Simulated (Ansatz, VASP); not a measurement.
# One calculation of SnO2, two programs

The input INCAR:

```
SYSTEM = SnO2
AGGAC    = 1.0          
AGGAX    = 1.0          
ALDAC    = 0.0          
ALDAX    = 1.0          
ALGO     = Normal         ! electronic algorithm
EDIFF    = 1E-7           ! SCF threshold, eV
ENCUT    = 520            ! plane-wave cutoff, eV
GGA      = B5             ! functional
ISIF     = 2              ! what is computed and relaxed
ISMEAR   = 1              ! smearing method
LASPH    = .TRUE.         ! aspherical terms in the spheres
LCHARG   = .TRUE.         ! write CHGCAR
LELF     = .TRUE.         ! ELF
LREAL    = .FALSE.        ! projectors in reciprocal space
LVHAR    = .TRUE.       
LWAVE    = .FALSE.        ! write WAVECAR
NBANDS   = 35             ! bands
NELM     = 80             ! most SCF steps
PREC     = Accurate       ! precision mode
SIGMA    = 0.05           ! smearing width, eV
```

File KPOINTS:

```
k-points
0
G
  6 6 8
  0 0 0
```

File POSCAR:

```
SnO2
1.0
    4.7380000000      0.0000000000      0.0000000000
    0.0000000000      4.7380000000      0.0000000000
    0.0000000000      0.0000000000      3.1865000000
Sn O
2 4
Direct
    0.0000000000      0.0000000000      0.0000000000
    0.5000000000      0.5000000000      0.5000000000
    0.3071000000      0.3071000000      0.0000000000
    0.1929000000      0.8071000000      0.5000000000
    0.6929000000      0.6929000000      0.0000000000
    0.8071000000      0.1929000000      0.5000000000
```

Input for Ansatz:

```yaml
crystal:
  lattice:
    - [4.738, 0.0, 0.0]
    - [0.0, 4.738, 0.0]
    - [0.0, 0.0, 3.1865]
  atoms:
    - { symbol: Sn, position: [0.0, 0.0, 0.0] }
    - { symbol: Sn, position: [0.5, 0.5, 0.5] }
    - { symbol: O, position: [0.3071, 0.3071, 0.0] }
    - { symbol: O, position: [0.1929, 0.8071, 0.5] }
    - { symbol: O, position: [0.6929, 0.6929, 0.0] }
    - { symbol: O, position: [0.8071, 0.1929, 0.5] }
kpoints:
  mp_grid:
    grid: [6, 6, 8]
hamiltonian:
  xc: blyp
scf:
  occupations:
    method: methfessel_paxton
    width: 0.05
output:
  stress: true
```

Alike in both runs: task single point; functional BLYP; k mesh 6 × 6 × 8; occupations methfessel-paxton of order 1, width 0.05 eV; no spin polarisation.

```csv
,VASP,Ansatz
version,VASP 6.6.1,Ansatz 0.2.0
potentials or method,"VASP PAW PBE potentials, release 64 (Sn_d, O)","plane waves, PAW"
plane-wave cutoff (eV),520,420
valence electrons in the cell,52,52
```

|  | VASP | Ansatz | Ansatz less VASP |
| --- | --- | --- | --- |
| pressure (GPa) | 17.9 | 16.7 | -1.22 |
| traceless stress, the component that is largest in VASP (GPa) | 3.12 | 2.73 | -0.392 |

VASP's potentials were made for PBE, not for BLYP.
